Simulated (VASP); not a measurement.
Set up this calculation in VASP 6.6.1, as the native input.

```yaml
Task: single point
Functional: PBE
Potentials_or_basis: VASP PAW PBE potentials, release 64 (Cu)
Cutoff: 600 eV
k_mesh: 20 × 20 × 20
Occupations: gaussian, width 0.1 eV
Spin: no spin polarisation
Dipole_correction: no
Further_INCAR_settings: ALGO = Normal; EDIFF = 1e-06; NBANDS = 12
```

The structure of Cu lies in POSCAR:

```
Cu
1.0
    0.0000000000      1.7482176455      1.7482176455
    1.7482176455      0.0000000000      1.7482176455
    1.7482176455      1.7482176455      0.0000000000
Cu
1
Direct
    0.0000000000      0.0000000000      0.0000000000
```

The input as run:

INCAR

```
PREC = Accurate
ENCUT = 600
EDIFF = 1E-6
ISMEAR = 0
SIGMA = 0.1
LREAL = False
LASPH = True
NELM = 120
ALGO = Normal
ISIF = 2
LWAVE = False
LCHARG = False
GGA = PE
NBANDS = 12
GGA_COMPAT = False
```

KPOINTS

```
Automatic mesh
0
Gamma
  20 20 20
```

Potentials or basis: VASP PAW PBE potentials, release 64 (Cu).

Command:

```sh
$ cat potpaw_PBE.64/Cu/POTCAR > POTCAR
$ mpirun -np 1 vasp_std > vasp.out
```

Results of the run:

```
Pressure               : 21.6 GPa
Band gap on the k mesh : zero (an odd number of electrons rules out a gap without spin polarisation)
```

Caveat: the cell stands under pressure.

Wall time 28 s on 1 thread of Intel(R) Xeon(R) Platinum 8488C (Sapphire Rapids), with other jobs on the host, peak memory 0.15 GiB.
